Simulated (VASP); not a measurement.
Input of a VASP 6.6.1 run:

INCAR

```
SYSTEM = BeS
PREC = Accurate ; ENCUT = 520
EDIFF = 1E-6 ; ISMEAR = 0
SIGMA = 0.01 ; LREAL = .FALSE.
LASPH = .TRUE. ; NELM = 100
ALGO = Normal ; ISIF = 2
LWAVE = .FALSE. ; LCHARG = .TRUE.
LELF = .TRUE. ; LVHAR = .TRUE.
NBANDS = 11
```

File KPOINTS:

```
regular mesh
0
G
  8 8 8
  0 0 0
```

POSCAR

```
BeS
1.0
    2.3741863783      2.3741863783      0.0000000000
   -2.3741863783      2.3741863783      0.0000000000
    0.0000000000      2.3741863783      2.4125570672
Be S
1 1
Direct
    0.0000000000      0.0000000000      0.0000000000
    0.7500000000      0.2500000000      0.5000000000
```

Potentials or basis: VASP PAW LDA potentials, release 64 (Be, S).

Launch:

```sh
$ cat potpaw_LDA.64/Be/POTCAR potpaw_LDA.64/S/POTCAR > POTCAR
$ mpirun -np 1 vasp_std > vasp.out
```

Problem. Predict the pressure.

Solution. 1.5 GPa.

Problem. Estimate the band gap on the k mesh.

Solution. 2.72 eV, indirect (least direct gap 5.48 eV).

Stress tensor (GPa, compression positive):
```
2.07 0.00 0.00
0.00 2.07 0.00
0.00 0.00 0.41
```

Caveat: the cell differs from its parent crystal (in-plane strain -0.01). A k mesh can miss the band edges.
